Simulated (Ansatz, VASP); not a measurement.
**CdS in VASP and in Ansatz**

File INCAR:

```
ALGO = Normal
EDIFF = 1E-6
EDIFFG = -0.05
ENCUT = 600
GGA = PE
IBRION = 2
ISIF = 3
ISMEAR = 0
LASPH = True
LCHARG = False
LREAL = False
LWAVE = False
NELM = 80
NSW = 80
PREC = Accurate
SIGMA = 0.1
```

The input KPOINTS:

```
k-points
0
Gamma
  6 6 4
```

POSCAR

```
CdS
1.0
    3.9361220290      0.0000000000      0.0000000000
   -1.9680610145      3.4087816695      0.0000000000
    0.0000000000      0.0000000000      6.3532568405
Cd S
2 2
Direct
    0.6666666667      0.3333333333      0.5006044111
    0.3333333333      0.6666666667      0.0006044111
    0.6666666667      0.3333333333      0.8797055889
    0.3333333333      0.6666666667      0.3797055889
```

Input for Ansatz:

```yaml
crystal:
  lattice:
    - [3.936122029, 0.0, 0.0]
    - [-1.9680610145, 3.4087816695, 0.0]
    - [0.0, 0.0, 6.3532568405]
  atoms:
    - { symbol: Cd, position: [0.6666666667, 0.3333333333, 0.5006044111] }
    - { symbol: Cd, position: [0.3333333333, 0.6666666667, 0.0006044111] }
    - { symbol: S, position: [0.6666666667, 0.3333333333, 0.8797055889] }
    - { symbol: S, position: [0.3333333333, 0.6666666667, 0.3797055889] }
basis:
  ecutwfc: 420
kpoints:
  mp_grid: { grid: [6, 6, 4] }
hamiltonian:
  xc: pbe
scf:
  occupations: { method: gaussian, width: 0.1 }
output:
  forces: true
  stress: true
  eigenvalues: true
relax:
  adjacent_minimum: "off"
  f_tol: 0.05
  max_steps: 60
  cell: { stress_tol: 0.5 }
```

Alike in both runs: task relaxation of cell and atoms; functional PBE; k mesh 6 × 6 × 4; occupations gaussian, width 0.1 eV; no spin polarisation.

|  | VASP | Ansatz |
| --- | --- | --- |
| version | VASP 6.6.1 | Ansatz 0.2.0 |
| potentials or method | VASP PAW PBE potentials, release 64 (Cd, S), cutoff 600 eV | scalar-relativistic, plane waves, PAW |
| valence electrons in the cell | 36 | 52 |

```tsv
	VASP	Ansatz	Ansatz less VASP
gap on the k mesh at the Fermi level, each at its own relaxed structure (eV)	1.12	1.11	-0.009
relaxed volume (Å³/atom)	26.14	26.08	-0.065
relaxed cell length with the largest relative difference (Å)	6.802	6.831	+0.0293
```

VASP's potentials hold 36 valence electrons a cell and Ansatz's 52, so a difference there can come from the potentials and not from the codes.

Noted on VASP's run: the volume moved by over 15 % at a fixed basis, so the end points are rough.
